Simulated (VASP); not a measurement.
Wanted: the native input for a VASP 6.6.1 run.

| Property | Result |
| --- | --- |
| Task | single point |
| Functional | PBEsol |
| Potentials or basis | VASP PAW PBE potentials, release 64 (Zn, Se) |
| Cutoff | 520 eV |
| k mesh | 8 × 8 × 8 |
| Occupations | gaussian, width 0.02 eV |
| Spin | no spin polarisation |
| Dipole correction | no |
| Further INCAR settings | ALGO = Normal; EDIFF = 1e-07; NBANDS = 16 |

The structure of ZnSe lies in POSCAR:

```
ZnSe
1.0
    0.0000000000      2.9736196920      2.9736196920
    2.9736196920      0.0000000000      2.9736196920
    2.9736196920      2.9736196920      0.0000000000
Zn Se
1 1
Direct
    0.0000000000      0.0000000000      0.0000000000
    0.7500000000      0.7500000000      0.7500000000
```

This cell differs from its parent crystal: strained.

The input as run:

INCAR

```
PREC = Accurate
ENCUT = 520
EDIFF = 1E-7
ISMEAR = 0
SIGMA = 0.02
LREAL = False
LASPH = True
NELM = 100
ALGO = Normal
ISIF = 2
LWAVE = False
LCHARG = False
GGA = PS
NBANDS = 16
```

KPOINTS

```
regular mesh
0
Gamma
  8 8 8
```

Potentials or basis: VASP PAW PBE potentials, release 64 (Zn, Se).

Run with:

```bash
$ cat potpaw_PBE.64/Zn/POTCAR potpaw_PBE.64/Se/POTCAR > POTCAR
$ mpirun -np 1 vasp_std > vasp.out
```

Results of the run:

```json
{
 "Pressure": "-7.2 GPa",
 "Band gap on the k mesh": "0.64 eV"
}
```

Caveat: the cell differs from its parent crystal (strained); the cell stands under tension; the PAW data sets were made with another functional, which shifts forces and pressure a little.

Run time: 18 s on 1 thread of Intel Xeon 8259CL, on a shared host, peak memory 0.18 GiB.
